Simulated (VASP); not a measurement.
# Ti (P-1) in VASP: notebook, part 2 of 2

VASP 6.6.1.

**3. Electric field gradients, PBEsol (equal xy, yz and zx shear strains of -3 %)**

Contents of INCAR:

```
ALGO = Normal
EDIFF = 1E-8
ENCUT = 520
GGA = PS
ISIF = 2
ISMEAR = -1
LASPH = True
LCHARG = False
LEFG = True
LREAL = False
LWAVE = False
NBANDS = 19
NELM = 100
PREC = Accurate
SIGMA = 0.08
```

Contents of KPOINTS:

```
k-points
0
Gamma
  13 13 7
```

Contents of POSCAR:

```
Ti
1.0
    2.9499978604     -0.0442499679     -0.0442499679
   -1.5133205265      2.5768980722     -0.0161966124
   -0.0702900000     -0.0702900000      4.6860000000
Ti
2
Direct
    0.3333333333      0.6666666667      0.2500000000
    0.6666666667      0.3333333333      0.7500000000
```

Potentials or basis: VASP PAW PBE potentials, release 64 (Ti_sv).

On the command line:

```sh
> cat potpaw_PBE.64/Ti_sv/POTCAR > POTCAR
> mpirun -np 1 vasp_std > vasp.out
```

OUTCAR:

```text
EDIFF = 1E-8
   ENCUT = 520
   GGA = PS
   ISIF = 2
   ISMEAR = -1
   LASPH = True
   LREAL = False
   NELM = 100
   PREC = Accurate

 ion  position               nearest neighbor table
   1  0.333  0.667  0.250-   2 2.83   2 2.86   2 2.90
   2  0.667  0.333  0.750-   1 2.83   1 2.86   1 2.90

  LATTYP: Found a triclinic cell.
 ALAT       =     2.9884452514
 B/A-ratio  =     2.3545969007
 C/A-ratio  =     0.9873567314
 COS(alpha) =     0.0017918142
 COS(beta)  =     0.5191268021
 COS(gamma) =     0.6388804514

  Lattice vectors:

 A1 = (  -1.5133205265,   2.5768980722,  -0.0161966124)
 A2 = (  -0.0063531926,   5.1798361765,  -4.7626431927)
 A3 = (  -2.9499978604,   0.0442499679,   0.0442499679)

Analysis of symmetry for initial positions (statically):
=====================================================================
 Subroutine PRICEL returns:
 Original cell was already a primitive cell.

 Routine SETGRP: Setting up the symmetry group for a
 triclinic supercell.

 Subroutine GETGRP returns: Found  2 space group operations
 (whereof  2 operations were pure point group operations)
 out of a pool of  2 trial point group operations.

The static configuration has the point symmetry S_2 .

Analysis of symmetry for dynamics (positions and initial velocities):
=====================================================================
 Subroutine PRICEL returns:
 Original cell was already a primitive cell.

 Routine SETGRP: Setting up the symmetry group for a
 triclinic supercell.

 Subroutine GETGRP returns: Found  2 space group operations
 (whereof  2 operations were pure point group operations)
 out of a pool of  2 trial point group operations.

The dynamic configuration has the point symmetry S_2 .

 Subroutine INISYM returns: Found  2 space group operations
 (whereof  2 operations are pure point group operations),
 and found     1 'primitive' translations

----------------------------------------------------------------------------------------

                                     Primitive cell

  volume of cell :      35.2923

  direct lattice vectors                    reciprocal lattice vectors
     2.949997860 -0.044249968 -0.044249968     0.342119982  0.200966092  0.008146291
    -1.513320527  2.576898072 -0.016196612     0.005963499  0.391603100  0.005963499
    -0.070290000 -0.070290000  4.686000000     0.003251256  0.003251256  0.213499160

  length of vectors
     2.950661535  2.988445251  4.687054231     0.396862463  0.391693904  0.213548665

  position of ions in fractional coordinates (direct lattice)
     0.333333333  0.666666667  0.250000000
     0.666666667  0.333333333  0.750000000

  ion indices of the primitive-cell ions
   primitive index   ion index
                 1           1
                 2           2

----------------------------------------------------------------------------------------

 KPOINTS: k-points

Automatic generation of k-mesh.
 Grid dimensions read from file:
[... 65 lines left out ...]
   EDIFF  = 0.1E-07   stopping-criterion for ELM
   LREAL  =      F    real-space projection
   EDIFFG = 0.1E-06   stopping-criterion for IOM
   NSW    =      0    number of steps for IOM
   IBRION =     -1    ionic relax: 0-MD 1-quasi-New 2-CG
   NFREE  =      0    steps in history (QN), initial steepest desc. (CG)
   ISIF   =      2    stress and relaxation
   ISYM   =      2    0-nonsym 1-usesym 2-fastsym
   POTIM  = 0.5000    time-step for ionic-motion
   TEBEG  =    0.0;   TEEND  =   0.0 temperature during run
   PSTRESS=    0.0 pullay stress
   NELECT =      24.0000    total number of electrons
   NUPDOWN=      -1.0000    fix difference up-down
   EMIN   =  10.00;   EMAX   =-10.00  energy-range for DOS
   EFERMI =   0.00;   METHOD = LEGACY
   ISMEAR =    -1;   SIGMA  =   0.08  broadening in eV -4-tet -1-fermi 0-gaus
   EFERMI_NEDOS =   21; number of points for ismear=-14 and -15
   IALGO  =     38    algorithm
   IMIX   =      4    mixing-type and parameters
     AMIX     =   0.40;   BMIX     =  1.00
     AMIX_MAG =   1.60;   BMIX_MAG =  1.00
  volume/ion in A,a.u.               =      17.65       119.08
  Fermi-wavevector in a.u.,A,eV,Ry     =   1.439633  2.720512 28.198671  2.072544
  Thomas-Fermi vector in A             =   2.558467
   LORBIT       =      0    0 simple, 1 ext, 2 COOP (PROOUT), +10 PAW based schemes
   GGA     = PS    functional components
   LHFCALC =     F    Hartree Fock is set to
   AEXX    =    0.0000 exact exchange contribution
   IVDW    =     0    specifies the selected vdW correction
   LEPSILON=     F    determine dielectric tensor
   LRPA    =     F    only Hartree local field effects (RPA)
 non-spin polarized calculation
  energy-cutoff  :      520.00
  volume of cell :       35.29
 maximum number of plane-waves:       971
 NGX is ok and might be reduce to    24
   NGX = 11   NGY = 11   NGZ = 17

 number of electron      23.9999999 magnetization

 Free energy of the ion-electron system (eV)
  ---------------------------------------------------
  ext. energy  EPLUGINS =         0.00000000
  ---------------------------------------------------
  free energy    TOTEN  =       -16.65012994 eV

  energy without entropy =      -16.59966815  energy(sigma->0) =      -16.62489905

 E-fermi :   8.0193     XC(G=0): -11.5583

 val. band max:        8.0178742080   @ k =   0.4615   0.3077   0.2857
 cond. band min:       8.0210713738   @ k =   0.3077   0.3077   0.4286
 fundamental gap:      0.0031971658
 Fermi energy:         8.0192836605

 k-point     1 :       0.0000    0.0000    0.0000
  band No.  band energies     occupation
      1     -48.6047      2.00000
      2     -48.4737      2.00000
      3     -25.2767      2.00000
      4     -24.6726      2.00000
      5     -24.6436      2.00000
      6     -24.5974      2.00000
[... 505 lines left out ...]
      6     -24.7708      2.00000
[... 11 lines left out ...]
     18      11.2524      0.00000
     19      11.3842      0.00000

 [... further k-points ...]
[... 5 lines left out ...]
  --------------------------------------------------------------------------------------
  -------------------------------------------------------------------------------------
  Total       -1.2727681     -1.2656844     -1.3851593      0.4057694      0.2680023      0.2704241
  in kB      -57.7802920    -57.4587084    -62.8825543     18.4208537     12.1665946     12.2765348
  external PRESSURE =     -59.3738516 kB  Pullay stress =       0.0000000 kB

 VOLUME and BASIS-vectors are now :
 -----------------------------------------------------------------------------
  energy-cutoff  :      520.00
  volume of cell :       35.29
      direct lattice vectors                 reciprocal lattice vectors
     2.949997860 -0.044249968 -0.044249968     0.342119982  0.200966092  0.008146291
    -1.513320527  2.576898072 -0.016196612     0.005963499  0.391603100  0.005963499
    -0.070290000 -0.070290000  4.686000000     0.003251256  0.003251256  0.213499160

 POSITION                                       TOTAL-FORCE (eV/Angst)
 -----------------------------------------------------------------------------------
     -0.04312      1.68561      1.14595         0.077377      0.002843      0.015456
      1.40951      0.77675      3.47960        -0.077377     -0.002843     -0.015456
 -----------------------------------------------------------------------------------
    total drift:                               -0.000000      0.000000     -0.000000

  FREE ENERGIE OF THE ION-ELECTRON SYSTEM (eV)
  ---------------------------------------------------
  free  energy   TOTEN  =       -16.6501299446 eV

  energy  without entropy=      -16.5996681475  energy(sigma->0) =      -16.62489905

 Electric field gradients (V/A^2)
---------------------------------------------------------------------
 ion       V_xx      V_yy      V_zz      V_xy      V_xz      V_yz
---------------------------------------------------------------------
   1      -8.439    -8.189    16.627     0.867     2.094     2.113
   2      -8.439    -8.189    16.627     0.867     2.094     2.113
---------------------------------------------------------------------

 Electric field gradients after diagonalization (V/A^2)
 (convention: |V_zz| > |V_xx| > |V_yy|)
----------------------------------------------------------------------
 ion       V_xx      V_yy      V_zz     asymmetry (V_yy - V_xx)/ V_zz
----------------------------------------------------------------------
   1      -9.192    -7.798    16.990       0.082
   2      -9.192    -7.798    16.990       0.082
----------------------------------------------------------------------

           NMR quadrupolar parameters

 Cq : quadrupolar parameter    Cq=e*Q*V_zz/h
 eta: asymmetry parameters     (V_yy - V_xx)/ V_zz
 Q  : nuclear electric quadrupole moment in mb (millibarn)
----------------------------------------------------------------------
 ion       Cq(MHz)       eta       Q (mb)
----------------------------------------------------------------------
   1       0.041       0.082       1.000
   2       0.041       0.082       1.000
----------------------------------------------------------------------
```

Wall time 3.1 min (1 thread of Intel Xeon Platinum 8488C (Sapphire Rapids), shared host); peak memory 0.41 GiB.

Results:

- Free energy: -16.6501 eV
- Pressure: -5.9 GPa
- Largest force: 0.079 eV/Å
- Band gap on the k mesh: zero (bands 12 and 13 overlap by 1.11 eV)
- Largest electric field gradient by atom: Ti +17.0 V/Å²

Forces on the atoms (eV/Å):
```
Ti   0.077  0.003  0.015
Ti  -0.077 -0.003 -0.015
```

Electric field gradients, principal values (V/Å²):
| atom | least | middle | greatest (by size) |
| --- | --- | --- | --- |
| 1 Ti | -7.798 | -9.192 | 16.990 |
| 2 Ti | -7.798 | -9.192 | 16.990 |

Caveat: the cell differs from its parent crystal (equal xy, yz and zx shear strains of -3 %); the cell stands under tension; without QUAD_EFG the Cq values of the log hold for a quadrupole moment of 1 mb, not for the nuclei; the PAW data sets were made with another functional, which shifts forces and pressure a little.
